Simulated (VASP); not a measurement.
A run of VASP 6.6.1 is set up as follows.

INCAR

```
SYSTEM = SrTe
PREC     = Accurate       ! precision mode
ENCUT    = 500            ! plane-wave cutoff, eV
EDIFF    = 1E-6           ! SCF threshold, eV
ISMEAR   = -1             ! smearing method
SIGMA    = 0.03           ! smearing width, eV
LREAL    = .False.        ! projectors in reciprocal space
LASPH    = .True.         ! aspherical terms in the spheres
NELM     = 120            ! most SCF steps
ALGO     = Normal         ! electronic algorithm
ISIF     = 2              ! what is computed and relaxed
LWAVE    = .False.        ! write WAVECAR
LCHARG   = .False.        ! write CHGCAR
GGA      = PE             ! functional
NBANDS   = 15             ! bands
GGA_COMPAT= .False.
```

The input KPOINTS:

```
Automatic mesh
0
Gamma
  11 11 11
  0 0 0
```

The input POSCAR:

```
SrTe
1.0
    0.0000000000      3.3309489380      3.3309489380
    3.3309489380      0.0000000000      3.3309489380
    3.3309489380      3.3309489380      0.0000000000
Sr Te
1 1
Direct
    0.0000000000      0.0000000000      0.0000000000
    0.5000000000      0.5000000000      0.5000000000
```

Potentials or basis: VASP PAW PBE potentials, release 64 (Sr_sv, Te).

Run with:

```sh
$ cat potpaw_PBE.64/Sr_sv/POTCAR potpaw_PBE.64/Te/POTCAR > POTCAR
$ mpirun -np 1 vasp_std > vasp.out
```

Estimate the pressure.

1.0 GPa.

Predict the band gap on the k mesh.

1.72 eV, indirect (least direct gap 2.45 eV).

Caveat: spin-orbit coupling is left out, which moves the levels of the heavy elements. A k mesh can miss the band edges.
